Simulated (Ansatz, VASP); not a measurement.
**One calculation of Pt, two programs**

```
Pt
1.0
    -1.52085    1.52085    1.52085
     1.52085   -1.52085    1.52085
     1.52085    1.52085   -1.52085
Pt
1
Cartesian
  0.0000 0.0000 0.0000
```

Change from the starting cell: strain -0.040 along x and y, -0.040 along z, atoms carried along.

Alike in both runs: task single point; functional PBE; k mesh 22 × 22 × 22; occupations gaussian, width 0.15 eV; no spin polarisation.

```csv
,VASP,Ansatz
version,VASP 6.6.1,Ansatz 0.2.0
potentials or method,"VASP PAW PBE potentials, release 64 (Pt), cutoff 520 eV","scalar-relativistic, plane waves, PAW"
valence electrons in the cell,10,18
```

```tsv
	VASP	Ansatz	Ansatz less VASP
gap on the k mesh at the Fermi level (eV)	none	none	-
pressure (GPa)	38.0	38.6	+0.56
```

A gap of «none» marks a metal or a gap that the smearing closes. Both programs put the cell under a high pressure, so it lies far from rest at this level. VASP's potentials hold 10 valence electrons a cell and Ansatz's 18, so a difference there can come from the potentials and not from the codes.

Spin-orbit coupling is off throughout.
